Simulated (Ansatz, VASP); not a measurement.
**Two plane-wave programs on MgF2**

File POSCAR:

```
MgF2
1.0
    4.4833555148      0.0000000000      0.0000000000
    0.0000000000      4.4833555148      0.0000000000
    0.0000000000      0.0000000000      2.9547284068
Mg F
2 4
Direct
    0.0000000000      0.0000000000      0.0000000000
    0.5000000000      0.5000000000      0.5000000000
    0.3014349717      0.3014349717      0.0000000000
    0.1985650283      0.8014349717      0.5000000000
    0.8014349717      0.1985650283      0.5000000000
    0.6985650283      0.6985650283      0.0000000000
```

File INCAR.step1:

```
SYSTEM = MgF2
PREC = Accurate
ENCUT = 520
EDIFF = 1E-5
ISMEAR = 0
SIGMA = 0.01
LREAL = .False.
LASPH = .True.
NELM = 120
ALGO = Normal
ISIF = 2
LWAVE = .True.
LCHARG = .False.
NBANDS = 25
GGA = PE
GGA_COMPAT = .False.
KPAR = 4
```

Contents of INCAR.step2:

```
SYSTEM = MgF2
PREC = Accurate
ENCUT = 520
EDIFF = 1E-6
ISMEAR = 0
SIGMA = 0.01
LREAL = .False.
LASPH = .True.
NELM = 120
ALGO = Normal
ISIF = 2
LWAVE = .False.
LCHARG = .False.
GGA = PE
LHFCALC = .True.
HFSCREEN = 0.2079
PRECFOCK = Normal
NBANDS = 25
ISTART = 1
GGA_COMPAT = .False.
KPAR = 4
```

The input KPOINTS:

```
regular mesh
0
Gamma
  4 4 6
  0 0 0
```

Input for Ansatz:

```yaml
crystal:
  lattice:
    - [4.4833555148, 0.0, 0.0]
    - [0.0, 4.4833555148, 0.0]
    - [0.0, 0.0, 2.9547284068]
  atoms:
    - { symbol: Mg, position: [0.0, 0.0, 0.0] }
    - { symbol: Mg, position: [0.5, 0.5, 0.5] }
    - { symbol: F, position: [0.3014349717, 0.3014349717, 0.0] }
    - { symbol: F, position: [0.1985650283, 0.8014349717, 0.5] }
    - { symbol: F, position: [0.8014349717, 0.1985650283, 0.5] }
    - { symbol: F, position: [0.6985650283, 0.6985650283, 0.0] }
kpoints:
  mp_grid: { grid: [4, 4, 6] }
  band_path:
    path:
      - [0.0, 0.0, 0.0]
      - [0.0, 0.5, 0.0]
      - [0.5, 0.5, 0.0]
      - [0.0, 0.0, 0.5]
      - [0.0, 0.5, 0.5]
      - [0.5, 0.5, 0.5]
    npoints: 1
hamiltonian:
  xc: hse06
scf:
  occupations: { method: fixed }
  n_extra_bands: 5
output:
  forces: true
  stress: true
  eigenvalues: true
```

Change from the starting cell: hydrostatic strain -3.0%.

Alike in both runs: task single point; functional HSE06; k mesh 4 × 4 × 6; no spin polarisation.

|  | VASP | Ansatz |
| --- | --- | --- |
| version | VASP 6.6.1 | Ansatz 0.2.0 |
| potentials or method | VASP PAW PBE potentials, release 64 (Mg, F) | plane waves, PAW |
| plane-wave cutoff (eV) | 520 | 420 |
| occupations | gaussian, width 0.01 eV | fixed |
| valence electrons in the cell | 32 | 48 |

Ansatz gave:

```
gap on the k mesh at the Fermi level (eV)                     : 10.17
pressure (GPa)                                                : 12.9
traceless stress, the component that is largest in VASP (GPa) : 0.63
rms of the force components (eV/Å)                            : 0.010
```

Problem. Estimate VASP's values.

Solution. gap on the k mesh at the Fermi level (eV): 10.10; pressure (GPa): 12.7; traceless stress, the component that is largest in VASP (GPa): 0.64; rms of the force components (eV/Å): 0.008.

Atom by atom the forces differ by 0.003 eV/Å (rms over components). VASP's potentials hold 32 valence electrons a cell and Ansatz's 48, so a difference there can come from the potentials and not from the codes. Ansatz's warnings: stress exchange threshold loose, stress scf threshold loose.
